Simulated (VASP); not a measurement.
# PbO3 (Pm-3m) in VASP: notebook, part 2 of 2

VASP 6.6.1.

### 4 Relaxation of cell and atoms, PBE

This run uses another cell than the first one, of 13.07 Å³/atom.

Input file INCAR:

```
SYSTEM = PbO3
PREC     = Accurate       ! precision mode
ENCUT    = 600            ! plane-wave cutoff, eV
EDIFF    = 1E-7           ! SCF threshold, eV
ISMEAR   = 0              ! smearing method
SIGMA    = 0.1            ! smearing width, eV
LREAL    = .False.        ! projectors in reciprocal space
LASPH    = .True.         ! aspherical terms in the spheres
NELM     = 80             ! most SCF steps
ALGO     = Normal         ! electronic algorithm
ISIF     = 3              ! what is computed and relaxed
LWAVE    = .False.        ! write WAVECAR
LCHARG   = .False.        ! write CHGCAR
GGA      = PE             ! functional
IBRION   = 2              ! ionic algorithm
NSW      = 90             ! ionic steps
EDIFFG   = -0.04          ! ionic threshold
```

Input file KPOINTS:

```
regular mesh
0
Gamma
  6 6 6
  0 0 0
```

Input file POSCAR:

```
PbO3
1.0
    3.7391178516      0.0000000000      0.0000000000
    0.0000000000      3.7391178516      0.0000000000
    0.0000000000      0.0000000000      3.7391178516
Pb O
1 3
Direct
    0.0000000000      0.0000000000      0.0000000000
    0.0000000000      0.5000000000      0.5000000000
    0.5000000000      0.0000000000      0.5000000000
    0.5000000000      0.5000000000      0.0000000000
```

Started as:

```
> cat potpaw_PBE.64/Pb_d/POTCAR potpaw_PBE.64/O/POTCAR > POTCAR
> mpirun -np 1 vasp_std > vasp.out
```

It took 70 s on 1 thread of Intel Xeon Platinum 8259CL at 2.50GHz (Skylake/Cascade Lake), shared host; peak memory 0.19 GiB.

The run converged. Its results:

| Quantity | Value |
| --- | --- |
| Free energy | -16.0988 eV |
| Relaxed volume | 11.31 Å³/atom |
| Relaxed cell | a = 3.564 Å, b = 3.564 Å, c = 3.564 Å, α = 90.00°, β = 90.00°, γ = 90.00° |
| Space group after relaxing (to 0.1 Å) | Pm-3m (No. 221) |
| Energy gained by relaxing | 63.3 meV/atom |
| Ionic steps | 3 |
| Pressure after relaxing | 0.0 GPa |
| Band gap on the k mesh | zero (bands 16 and 17 overlap by 0.20 eV) |

The path:
| step | energy change (eV) | largest force (eV/Å) | pressure (GPa) | volume (Å³) |
| --- | --- | --- | --- | --- |
| 1 | 0.0000 | 0.0000 | -10.42 | 52.28 |
| 2 | -0.2485 | 0.0000 | -1.71 | 46.11 |
| 3 | -0.2531 | 0.0000 | 0.03 | 45.26 |

Final structure:
```
Pb O
1.0
     3.56364    0.00000    0.00000
     0.00000    3.56364    0.00000
     0.00000    0.00000    3.56364
Pb O
1 3
Direct
  0.00000 0.00000 0.00000
  0.00000 0.50000 0.50000
  0.50000 0.00000 0.50000
  0.50000 0.50000 0.00000
```

Levels at points of the mesh, in eV from the Fermi level:
```
           k point  band 12  band 13  band 14  band 15  band 16  band 17  band 18  band 19  band 20
(0.00, 0.00, 0.00)    -4.51    -1.42    -1.42    -1.42     0.13     0.13     0.13    10.82    10.82
(0.50, 0.00, 0.00)    -2.60    -2.60    -1.56    -1.53    -0.05    -0.05     1.64     4.58     8.94
(0.50, 0.50, 0.00)    -3.16    -1.67    -1.67    -1.48     0.14     0.44     0.88     7.15     7.41
(0.50, 0.50, 0.50)    -4.96    -4.76     0.01     0.01     0.01     0.48     0.48     9.40     9.40
```

Caveat: semilocal functionals underestimate gaps, and a narrow one can read as zero; spin-orbit coupling is left out, which moves the levels of the heavy elements.

### 5 Single point, PBE

This run uses another cell than the first one, of 11.39 Å³/atom.

Input file INCAR:

```
SYSTEM = PbO3
  ALGO = Normal
  EDIFF = 1E-6
  ENCUT = 520
  GGA = PE
  ISIF = 2
  ISMEAR = 0
  LASPH = .TRUE.
  LCHARG = .FALSE.
  LREAL = .FALSE.
  LWAVE = .FALSE.
  NBANDS = 24
  NELM = 80
  PREC = Accurate
  SIGMA = 0.1
```

Input file KPOINTS:

```
k-points
0
G
  14 14 14
  0 0 0
```

Input file POSCAR:

```
PbO3
1.0
    3.5719033670      0.0000000000      0.0000000000
    0.0000000000      3.5719033670      0.0000000000
    0.0000000000      0.0000000000      3.5719033670
Pb O
1 3
Direct
    0.0000000000      0.0000000000      0.0000000000
    0.0000000000      0.5000000000      0.5000000000
    0.5000000000      0.0000000000      0.5000000000
    0.5000000000      0.5000000000      0.0000000000
```

Started as:

```
> cat potpaw_PBE.64/Pb_d/POTCAR potpaw_PBE.64/O/POTCAR > POTCAR
> mpirun -np 1 vasp_std > vasp.out
```

Wall time 1.7 min (1 thread of Intel Xeon Platinum 8259CL at 2.50GHz (Skylake/Cascade Lake), shared host); peak memory 0.24 GiB.

The run converged. Its results:

- Free energy: -16.0930 eV
- Pressure: 0.1 GPa
- Band gap on the k mesh: zero (bands 16 and 17 overlap by 0.29 eV)

Levels at points of the mesh, in eV from the Fermi level:
```csv
k point,band 12,band 13,band 14,band 15,band 16,band 17,band 18,band 19,band 20,band 21
"(0.00, 0.00, 0.00)",-4.45,-1.38,-1.38,-1.38,0.14,0.14,0.14,10.80,10.80,10.80
"(0.50, 0.00, 0.00)",-2.55,-2.55,-1.53,-1.52,-0.04,-0.04,1.63,4.61,8.94,8.94
"(0.50, 0.50, 0.00)",-3.13,-1.64,-1.64,-1.46,0.14,0.44,0.89,7.18,7.41,7.41
"(0.50, 0.50, 0.50)",-4.91,-4.69,0.03,0.03,0.03,0.47,0.47,9.38,9.38,9.38
```

Caveat: semilocal functionals underestimate gaps, and a narrow one can read as zero; spin-orbit coupling is left out, which moves the levels of the heavy elements.

### 6 Relaxation of cell and atoms, PBE

Input file INCAR:

```
PREC     = Accurate       # precision mode
ENCUT    = 600            # plane-wave cutoff, eV
EDIFF    = 1E-6           # SCF threshold, eV
ISMEAR   = 0              # smearing method
SIGMA    = 0.1            # smearing width, eV
LREAL    = F              # projectors in reciprocal space
LASPH    = T              # aspherical terms in the spheres
NELM     = 60             # most SCF steps
ALGO     = Normal         # electronic algorithm
ISIF     = 3              # what is computed and relaxed
LWAVE    = F              # write WAVECAR
LCHARG   = F              # write CHGCAR
GGA      = PE             # functional
IBRION   = 2              # ionic algorithm
NSW      = 100            # ionic steps
EDIFFG   = -0.01          # ionic threshold
```

Input file KPOINTS:

```
Automatic mesh
0
Gamma
  14 14 14
```

Input file POSCAR:

```
PbO3
1.0
    3.5657678347      0.0000000000      0.0000000000
    0.0000000000      3.5657678347      0.0000000000
    0.0000000000      0.0000000000      3.5657678347
Pb O
1 3
Direct
    0.0000000000      0.0000000000      0.0000000000
    0.0000000000      0.5000000000      0.5000000000
    0.5000000000      0.0000000000      0.5000000000
    0.5000000000      0.5000000000      0.0000000000
```

Potentials or basis: VASP PAW PBE potentials, release 64 (Pb_d, O).

Started as:

```
> cat potpaw_PBE.64/Pb_d/POTCAR potpaw_PBE.64/O/POTCAR > POTCAR
> mpirun -np 1 vasp_std > vasp.out
```

It took 2.6 min on 1 thread of Intel Xeon Platinum 8259CL at 2.50GHz (Skylake/Cascade Lake), shared host; peak memory 0.25 GiB.

The run converged. Its results:

```
Free energy                           : -16.0949 eV
Relaxed volume                        : 11.40 Å³/atom
Relaxed cell                          : a = 3.573 Å, b = 3.573 Å, c = 3.573 Å, α = 90.00°, β = 90.00°, γ = 90.00°
Space group after relaxing (to 0.1 Å) : Pm-3m (No. 221)
Energy gained by relaxing             : 0.1 meV/atom
Ionic steps                           : 2
Pressure after relaxing               : -0.1 GPa
Band gap on the k mesh                : zero (bands 16 and 17 overlap by 0.29 eV)
```

The path:
```
step  energy change (eV)  largest force (eV/Å)  pressure (GPa)  volume (Å³)
   1              0.0000                0.0000            0.58        45.34
   2             -0.0004                0.0000           -0.05        45.61
```

Final structure:
```
Pb O
1.0
     3.57288    0.00000    0.00000
     0.00000    3.57288    0.00000
     0.00000    0.00000    3.57288
Pb O
1 3
Direct
  0.00000 0.00000 0.00000
  0.00000 0.50000 0.50000
  0.50000 0.00000 0.50000
  0.50000 0.50000 0.00000
```

Levels at points of the mesh, in eV from the Fermi level:
```
           k point  band 12  band 13  band 14  band 15  band 16  band 17  band 18  band 19  band 20
(0.00, 0.00, 0.00)    -4.44    -1.38    -1.38    -1.38     0.14     0.14     0.14    10.79    10.79
(0.50, 0.00, 0.00)    -2.55    -2.55    -1.53    -1.52    -0.04    -0.04     1.63     4.61     8.94
(0.50, 0.50, 0.00)    -3.13    -1.64    -1.64    -1.46     0.14     0.44     0.89     7.18     7.40
(0.50, 0.50, 0.50)    -4.90    -4.69     0.03     0.03     0.03     0.47     0.47     9.37     9.37
```

Caveat: semilocal functionals underestimate gaps, and a narrow one can read as zero; spin-orbit coupling is left out, which moves the levels of the heavy elements.

### 7 Summary

| task | cell | k mesh | cutoff (eV) | gap on the mesh (eV) | pressure (GPa) | relaxed volume (Å³/atom) |
| --- | --- | --- | --- | --- | --- | --- |
| single point | a = 3.566 Å, 4 atoms | 6 × 6 × 6 | 520 | none | 0.0 | - |
| single point | a = 3.739 Å, 4 atoms | 6 × 6 × 6 | 520 | none | -10.4 | - |
| relaxation of cell and atoms | relaxed from a = 3.739 Å, 4 atoms | 6 × 6 × 6 | 600 | none | 0.0 | 11.31 |
| single point | a = 3.572 Å, 4 atoms | 14 × 14 × 14 | 520 | none | 0.1 | - |
| relaxation of cell and atoms | relaxed from a = 3.566 Å, 4 atoms | 14 × 14 × 14 | 600 | none | -0.1 | 11.40 |

Alike in all rows: level PBE; potentials or basis VASP PAW PBE potentials, release 64 (Pb_d, O); no spin polarisation; smearing gaussian 0.1 eV.

Caveats: semilocal functionals underestimate gaps, and a narrow one can read as zero; spin-orbit coupling is left out, which moves the levels of the heavy elements; the cell stands under tension (at least some runs).

Total energies depend on the potentials used, so only differences within one code and one set of settings carry meaning.
